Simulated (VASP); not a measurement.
# In (R-3m) in VASP: single point with PBEsol

Aim: the single point of In with PBEsol.

Everything below comes from runs of VASP 6.6.1. Logs are shortened: lines on timing, memory, paths and dates and some standing lists are left out, and cuts for length are marked.

## Step 1: The cell of the first run

It takes space group R-3m (No. 166, trigonal). The conventional cell has a = 3.383 Å, b = 3.383 Å, c = 24.946 Å, α = 90.00°, β = 90.00°, γ = 120.00°. Within 4.4 Å of In (site symmetry 3m) lie 12 In at 3.38 to 3.40 Å. Within 4.4 Å of In (site symmetry -3m) lie 12 In at 3.38 to 3.40 Å.

## Step 2: Single point, PBEsol (27.48 Å³/atom)

Contents of INCAR:

```
PREC = Accurate
ENCUT = 520
EDIFF = 1E-6
ISMEAR = -1
SIGMA = 0.05
LREAL = False
LASPH = True
NELM = 80
ALGO = Fast
ISIF = 2
LWAVE = False
LCHARG = True
GGA = PS
LELF = True
LVHAR = True
NBANDS = 26
```

Contents of KPOINTS:

```
Automatic mesh
0
Gamma
  9 9 9
```

Contents of POSCAR:

```
In
1.0
    1.6916082417      0.9766504737      8.3154685732
   -1.6916082417      0.9766504737      8.3154685732
    0.0000000000     -1.9533009474      8.3154685732
In
3
Direct
    0.2219877600      0.2219877600      0.2219877600
    0.7780122400      0.7780122400      0.7780122400
    0.0000000000      0.0000000000      0.0000000000
```

Potentials or basis: VASP PAW PBE potentials, release 64 (In_d).

On the command line:

```bash
$ cat potpaw_PBE.64/In_d/POTCAR > POTCAR
$ mpirun -np 1 vasp_std > vasp.out
```

OUTCAR:

```text
PREC = Accurate
   ENCUT = 520
   EDIFF = 1E-6
   ISMEAR = -1
   LREAL = False
   LASPH = True
   NELM = 80
   ISIF = 2
   GGA = PS

 ion  position               nearest neighbor table
   1  0.222  0.222  0.222-   2 3.38   2 3.38   2 3.38   3 3.40   3 3.40   3 3.40
   2  0.778  0.778  0.778-   1 3.38   1 3.38   1 3.38   3 3.40   3 3.40   3 3.40
   3  0.000  0.000  0.000-   2 3.40   1 3.40   2 3.40   2 3.40   1 3.40   1 3.40

  LATTYP: Found a trigonal (rhomboedric) cell.
 ALAT       =     8.5418032161
 COS(alpha) =     0.9215612875

  Lattice vectors:

 A1 = (   1.6916082417,   0.9766504737,   8.3154685732)
 A2 = (  -1.6916082417,   0.9766504737,   8.3154685732)
 A3 = (   0.0000000000,  -1.9533009474,   8.3154685732)

Analysis of symmetry for initial positions (statically):
=====================================================================
 Subroutine PRICEL returns:
 Original cell was already a primitive cell.

 Routine SETGRP: Setting up the symmetry group for a
 trigonal (rhombohedral) supercell.

 Subroutine GETGRP returns: Found 12 space group operations
 (whereof 12 operations were pure point group operations)
 out of a pool of 12 trial point group operations.

The static configuration has the point symmetry D_3d.

Analysis of symmetry for dynamics (positions and initial velocities):
=====================================================================
 Subroutine PRICEL returns:
 Original cell was already a primitive cell.

 Routine SETGRP: Setting up the symmetry group for a
 trigonal (rhombohedral) supercell.

 Subroutine GETGRP returns: Found 12 space group operations
 (whereof 12 operations were pure point group operations)
 out of a pool of 12 trial point group operations.

The dynamic configuration has the point symmetry D_3d.

 Subroutine INISYM returns: Found 12 space group operations
 (whereof 12 operations are pure point group operations),
 and found     1 'primitive' translations

----------------------------------------------------------------------------------------

                                     Primitive cell

  volume of cell :      82.4284

  direct lattice vectors                    reciprocal lattice vectors
     1.691608242  0.976650474  8.315468573     0.295576711  0.170651294  0.040085935
    -1.691608242  0.976650474  8.315468573    -0.295576711  0.170651294  0.040085935
     0.000000000 -1.953300947  8.315468573     0.000000000 -0.341302587  0.040085935

  length of vectors
     8.541803216  8.541803216  8.541803216     0.343648568  0.343648568  0.343648568

  position of ions in fractional coordinates (direct lattice)
     0.221987760  0.221987760  0.221987760
     0.778012240  0.778012240  0.778012240
     0.000000000  0.000000000  0.000000000

  ion indices of the primitive-cell ions
   primitive index   ion index
                 1           1
                 2           2
                 3           3

----------------------------------------------------------------------------------------

 KPOINTS: Automatic mesh

Automatic generation of k-mesh.
 Grid dimensions read from file:
 generate k-points for:    9    9    9

 Generating k-lattice:

  Cartesian coordinates                     Fractional coordinates (reciprocal lattice)
     0.032841857  0.018961255  0.004453993     0.111111111  0.000000000  0.000000000
    -0.032841857  0.018961255  0.004453993     0.000000000  0.111111111  0.000000000
     0.000000000 -0.037922510  0.004453993     0.000000000  0.000000000  0.111111111

  Length of vectors
     0.038183174  0.038183174  0.038183174

  Shift w.r.t. Gamma in fractional coordinates (k-lattice)
     0.000000000  0.000000000  0.000000000

 Subroutine IBZKPT returns following result:
 ===========================================

 Found     85 irreducible k-points:

 Following reciprocal coordinates:
            Coordinates               Weight
  0.000000  0.000000  0.000000      1.000000
  0.111111  0.000000  0.000000      6.000000
  0.222222  0.000000  0.000000      6.000000
  0.333333  0.000000  0.000000      6.000000
  0.444444  0.000000  0.000000      6.000000
  0.111111  0.111111  0.000000      6.000000
[... 16 lines left out ...]
 -0.333333  0.333333  0.000000      6.000000
  0.444444  0.444444  0.000000      6.000000
 [... further k-points ...]
   k-points           NKPTS =     85   k-points in BZ     NKDIM =     85   number of bands    NBANDS=     26
   number of dos      NEDOS =    301   number of ions     NIONS =      3
   total plane-waves  NPLWV = 262144
   dimension x,y,z NGX =    64 NGY =   64 NGZ =   64
   dimension x,y,z NGXF=   128 NGYF=  128 NGZF=  128
   ions per type =               3
   NGX,Y,Z   is equivalent  to a cutoff of  12.46, 12.46, 12.46 a.u.
   NGXF,Y,Z  is equivalent  to a cutoff of  24.91, 24.91, 24.91 a.u.
 SYSTEM =  unknown system
   PREC   = accura    normal or accurate (medium, high low for compatibility)
   ISTART =      0    job   : 0-new  1-cont  2-samecut
   ICHARG =      2    charge: 1-file 2-atom 10-const
   ISPIN  =      1    spin polarized calculation?
   LNONCOLLINEAR =      F non collinear calculations
   LSORBIT =      F    spin-orbit coupling
   LASPH  =      T    aspherical Exc in radial PAW
   ENCUT  =  520.0 eV  38.22 Ry    6.18 a.u.  15.88 15.88 15.88*2*pi/ulx,y,z
   NELM   =     80;   NELMIN=  2; NELMDL= -5     # of ELM steps
   EDIFF  = 0.1E-05   stopping-criterion for ELM
   LREAL  =      F    real-space projection
   EDIFFG = 0.1E-04   stopping-criterion for IOM
   NSW    =      0    number of steps for IOM
   IBRION =     -1    ionic relax: 0-MD 1-quasi-New 2-CG
   NFREE  =      0    steps in history (QN), initial steepest desc. (CG)
   ISIF   =      2    stress and relaxation
   ISYM   =      2    0-nonsym 1-usesym 2-fastsym
   POTIM  = 0.5000    time-step for ionic-motion
   TEBEG  =    0.0;   TEEND  =   0.0 temperature during run
   PSTRESS=    0.0 pullay stress
   NELECT =      39.0000    total number of electrons
   NUPDOWN=      -1.0000    fix difference up-down
   EMIN   =  10.00;   EMAX   =-10.00  energy-range for DOS
   EFERMI =   0.00;   METHOD = LEGACY
   ISMEAR =    -1;   SIGMA  =   0.05  broadening in eV -4-tet -1-fermi 0-gaus
   EFERMI_NEDOS =   21; number of points for ismear=-14 and -15
   IALGO  =     68    algorithm
   IMIX   =      4    mixing-type and parameters
     AMIX     =   0.40;   BMIX     =  1.00
     AMIX_MAG =   1.60;   BMIX_MAG =  1.00
  volume/ion in A,a.u.               =      27.48       185.42
  Fermi-wavevector in a.u.,A,eV,Ry     =   1.275667  2.410661 22.141125  1.627327
  Thomas-Fermi vector in A             =   2.408367
   LORBIT       =      0    0 simple, 1 ext, 2 COOP (PROOUT), +10 PAW based schemes
   GGA     = PS    functional components
   LHFCALC =     F    Hartree Fock is set to
   AEXX    =    0.0000 exact exchange contribution
   IVDW    =     0    specifies the selected vdW correction
   LEPSILON=     F    determine dielectric tensor
   LRPA    =     F    only Hartree local field effects (RPA)
 non-spin polarized calculation
 RMM-DIIS sequential band-by-band and
  energy-cutoff  :      520.00
  volume of cell :       82.43
 maximum number of plane-waves:      2236
   NGX = 31   NGY = 31   NGZ = 31

 number of electron      38.9999999 magnetization

 Free energy of the ion-electron system (eV)
  ---------------------------------------------------
  ext. energy  EPLUGINS =         0.00000000
  ---------------------------------------------------
  free energy    TOTEN  =        -8.87656364 eV

  energy without entropy =       -8.86200802  energy(sigma->0) =       -8.86928583

 E-fermi :   6.8084     XC(G=0): -10.1738

 val. band max:        6.7841656079   @ k =  -0.2222  -0.2222   0.1111
 cond. band min:       6.8127056600   @ k =   0.2222   0.2222   0.0000
 fundamental gap:      0.0285400520
 Fermi energy:         6.8084180547

 k-point     1 :       0.0000    0.0000    0.0000
  band No.  band energies     occupation
      1      -7.7157      2.00000
      2      -7.7076      2.00000
      3      -7.6768      2.00000
      4      -7.6727      2.00000
      5      -7.6727      2.00000
      6      -7.6506      2.00000
[... 18 lines left out ...]
     25      16.7255      0.00000
     26      16.7431      0.00000

 k-point     2 :       0.1111    0.0000    0.0000
  band No.  band energies     occupation
      1      -7.7152      2.00000
      2      -7.7061      2.00000
      3      -7.6783      2.00000
      4      -7.6674      2.00000
      5      -7.6465      2.00000
      6      -7.6399      2.00000
[... 18 lines left out ...]
     25      15.4803      0.00000
     26      16.3215      0.00000

 k-point     3 :       0.2222    0.0000    0.0000
  band No.  band energies     occupation
      1      -7.7551      2.00000
      2      -7.7324      2.00000
      3      -7.6730      2.00000
      4      -7.6497      2.00000
      5      -7.6314      2.00000
      6      -7.6259      2.00000
[... 18 lines left out ...]
     25      13.2705      0.00000
     26      15.0095      0.00000

 k-point     4 :       0.3333    0.0000    0.0000
  band No.  band energies     occupation
      1      -7.7968      2.00000
      2      -7.7723      2.00000
      3      -7.7127      2.00000
      4      -7.6813      2.00000
      5      -7.6666      2.00000
      6      -7.6436      2.00000
[... 18 lines left out ...]
     25      12.1786      0.00000
     26      13.4491      0.00000

 k-point     5 :       0.4444    0.0000    0.0000
  band No.  band energies     occupation
      1      -7.8167      2.00000
      2      -7.7999      2.00000
      3      -7.7561      2.00000
      4      -7.7119      2.00000
      5      -7.6972      2.00000
      6      -7.6604      2.00000
[... 18 lines left out ...]
     25      11.5478      0.00000
     26      12.2625      0.00000

 k-point     6 :       0.1111    0.1111    0.0000
  band No.  band energies     occupation
      1      -7.7182      2.00000
      2      -7.7006      2.00000
      3      -7.6745      2.00000
      4      -7.6716      2.00000
      5      -7.6478      2.00000
      6      -7.6471      2.00000
[... 427 lines left out ...]
 k-point    21 :       0.4444    0.3333    0.0000
  band No.  band energies     occupation
      1      -7.8012      2.00000
      2      -7.7487      2.00000
      3      -7.7086      2.00000
      4      -7.6945      2.00000
      5      -7.6651      2.00000
      6      -7.6400      2.00000
[... 18 lines left out ...]
     25      11.5487      0.00000
     26      11.9918      0.00000

 k-point    22 :      -0.4444    0.3333   -0.0000
  band No.  band energies     occupation
      1      -7.7568      2.00000
      2      -7.7274      2.00000
      3      -7.7023      2.00000
      4      -7.6668      2.00000
      5      -7.6378      2.00000
      6      -7.6219      2.00000
[... 18 lines left out ...]
     25       9.4436      0.00000
     26      11.2398      0.00000

 k-point    23 :      -0.3333    0.3333    0.0000
  band No.  band energies     occupation
      1      -7.7557      2.00000
      2      -7.7040      2.00000
      3      -7.7010      2.00000
      4      -7.6324      2.00000
      5      -7.6317      2.00000
      6      -7.5663      2.00000
[... 18 lines left out ...]
     25      10.3584      0.00000
     26      11.3152      0.00000

 k-point    24 :       0.4444    0.4444    0.0000
  band No.  band energies     occupation
      1      -7.8459      2.00000
      2      -7.7719      2.00000
      3      -7.7308      2.00000
      4      -7.7233      2.00000
      5      -7.6890      2.00000
      6      -7.6417      2.00000
[... 18 lines left out ...]
     25      13.1546      0.00000
     26      13.2299      0.00000

 [... further k-points ...]

------------------------ aborting loop because EDIFF is reached ----------------------------------------

  FORCE on cell =-STRESS in cart. coord.  units (eV):
  Direction    XX          YY          ZZ          XY          YZ          ZX
  --------------------------------------------------------------------------------------
  -------------------------------------------------------------------------------------
  Total       -1.2340166     -1.2340166     -1.4942984      0.0000000     -0.0000000      0.0000000
  in kB      -23.9858251    -23.9858251    -29.0449733      0.0000000     -0.0000000      0.0000000
  external PRESSURE =     -25.6722078 kB  Pullay stress =       0.0000000 kB

 VOLUME and BASIS-vectors are now :
 -----------------------------------------------------------------------------
  energy-cutoff  :      520.00
  volume of cell :       82.43
      direct lattice vectors                 reciprocal lattice vectors
     1.691608242  0.976650474  8.315468573     0.295576711  0.170651294  0.040085935
    -1.691608242  0.976650474  8.315468573    -0.295576711  0.170651294  0.040085935
     0.000000000 -1.953300947  8.315468573     0.000000000 -0.341302587  0.040085935

 POSITION                                       TOTAL-FORCE (eV/Angst)
 -----------------------------------------------------------------------------------
      0.00000      0.00000      5.53780         0.000000      0.000000     -0.034944
      0.00000      0.00000     19.40861         0.000000     -0.000000      0.034944
      0.00000      0.00000      0.00000         0.000000     -0.000000     -0.000000
 -----------------------------------------------------------------------------------
    total drift:                                0.000000      0.000000     -0.000000

  FREE ENERGIE OF THE ION-ELECTRON SYSTEM (eV)
  ---------------------------------------------------
  free  energy   TOTEN  =        -8.8765636444 eV

  energy  without entropy=       -8.8620080239  energy(sigma->0) =       -8.86928583
```

It took 20 min on 1 thread of Intel Xeon Platinum 8375C at 2.90GHz (Ice Lake), shared host; peak memory 0.62 GiB.

What came out:

```
Free energy            : -8.8766 eV
Pressure               : -2.6 GPa
Largest force          : 0.035 eV/Å
Band gap on the k mesh : zero (an odd number of electrons rules out a gap without spin polarisation)
```

Forces on the atoms (eV/Å):
```
In   0.000  0.000 -0.035
In   0.000  0.000  0.035
In   0.000  0.000  0.000
```

Caveat: the PAW data sets were made with another functional, which shifts forces and pressure a little; spin-orbit coupling is left out, which moves the levels of the heavy elements.
